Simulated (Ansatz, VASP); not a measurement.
**SnO: VASP beside Ansatz**

```
CELL_PARAMETERS angstrom
3.82016 0.00000 0.00000
0.00000 3.82016 0.00000
0.00000 0.00000 22.22608
ATOMIC_POSITIONS crystal
Sn 0.75000 0.25000 0.20246
Sn 0.25000 0.75000 0.30878
Sn 0.37500 0.25000 0.47975
Sn 0.87500 0.75000 0.58607
O 0.25000 0.25000 0.25562
O 0.75000 0.75000 0.25562
O 0.87500 0.25000 0.53291
O 0.37500 0.75000 0.53291
```

Alike in both runs: task single point; functional PBE; dispersion D3(BJ); k mesh 7 × 7 × 1; occupations gaussian, width 0.05 eV; no spin polarisation.

```csv
,VASP,Ansatz
version,VASP 6.6.1,Ansatz 0.2.0
potentials or method,"VASP PAW PBE potentials, release 64 (Sn_d, O), cutoff 520 eV","scalar-relativistic, plane waves, PAW"
valence electrons in the cell,80,80
```

```csv
,VASP,Ansatz,Ansatz less VASP
gap on the k mesh at the Fermi level (eV),2.22,2.22,+0.006
least direct gap on the mesh (eV),2.46,2.47,+0.011
rms of the force components (eV/Å),0.040,0.013,-0.0269
```
